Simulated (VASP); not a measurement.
Wanted: the native input for a VASP 6.6.1 run.

```
Task                   : single point
Functional             : PBE
Potentials or basis    : VASP PAW PBE potentials, release 64 (In_d)
Cutoff                 : 520 eV
k mesh                 : 13 × 13 × 13
Occupations            : fermi-dirac, width 0.08 eV
Spin                   : no spin polarisation
Dipole correction      : no
Further INCAR settings : ALGO = Normal; EDIFF = 1e-06; NBANDS = 20
```

The structure of In lies in POSCAR:

```
In
1.0
    0.0000000000      2.5653225446      2.5653225446
    2.5653225446      0.0000000000      2.5653225446
    2.5653225446      2.5653225446      0.0000000000
In
2
Direct
   -0.1250000000     -0.1250000000     -0.1250000000
    0.1250000000      0.1250000000      0.1250000000
```

One way to write it, as run:

INCAR

```
SYSTEM = In
  PREC = Accurate
  ENCUT = 520
  EDIFF = 1E-6
  ISMEAR = -1
  SIGMA = 0.08
  LREAL = .FALSE.
  LASPH = .TRUE.
  NELM = 80
  ALGO = Normal
  ISIF = 2
  LWAVE = .FALSE.
  LCHARG = .TRUE.
  GGA = PE
  LELF = .TRUE.
  LVHAR = .TRUE.
  NBANDS = 20
```

KPOINTS

```
Automatic mesh
0
G
  13 13 13
  0 0 0
```

Potentials or basis: VASP PAW PBE potentials, release 64 (In_d).

Run with:

```sh
$ cat potpaw_PBE.64/In_d/POTCAR > POTCAR
$ mpirun -np 1 vasp_std > vasp.out
```

It gave:

```yaml
Pressure: 140.5 GPa
Band_gap_on_the_k_mesh: zero (band 13 reaches 19.38 eV, above the bottom of band 14 at 10.70 eV)
```

Caveat: spin-orbit coupling is left out, which moves the levels of the heavy elements.

Run time: 44 s on 1 thread of Intel Xeon 6975P-C (shared host), peak memory 0.19 GiB.
